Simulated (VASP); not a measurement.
A run of VASP 6.6.1 is set up as follows.

INCAR

```
PREC = Accurate ; ENCUT = 520
EDIFF = 1E-6 ; ISMEAR = 0
SIGMA = 0.1 ; LREAL = False
LASPH = True ; NELM = 100
ALGO = Fast ; ISIF = 2
LWAVE = False ; LCHARG = False
GGA = PE ; NBANDS = 25
```

The input KPOINTS:

```
regular mesh
0
Gamma
  14 14 10
```

POSCAR

```
YNbN2
1.0
    3.2899799087      0.0000000000      0.0000000000
    0.0000000000      3.2899799087      0.0000000000
    0.0000000000      0.0000000000      4.6098895214
Y Nb N
1 1 2
Direct
    0.5000000000      0.5000000000      0.5000000000
    0.0000000000      0.0000000000      0.0000000000
    0.0000000000      0.0000000000      0.5000000000
    0.5000000000      0.5000000000      0.0000000000
```

Potentials or basis: VASP PAW PBE potentials, release 64 (Y_sv, Nb_sv, N).

The run is started by

```console
$ cat potpaw_PBE.64/Y_sv/POTCAR potpaw_PBE.64/Nb_sv/POTCAR potpaw_PBE.64/N/POTCAR > POTCAR
$ mpirun -np 1 vasp_std > vasp.out
```

Q: What does it give for the pressure?

A: -0.3 GPa.

Q: What does it give for the band gap on the k mesh?

A: Zero (bands 17 and 18 overlap by 3.64 eV).
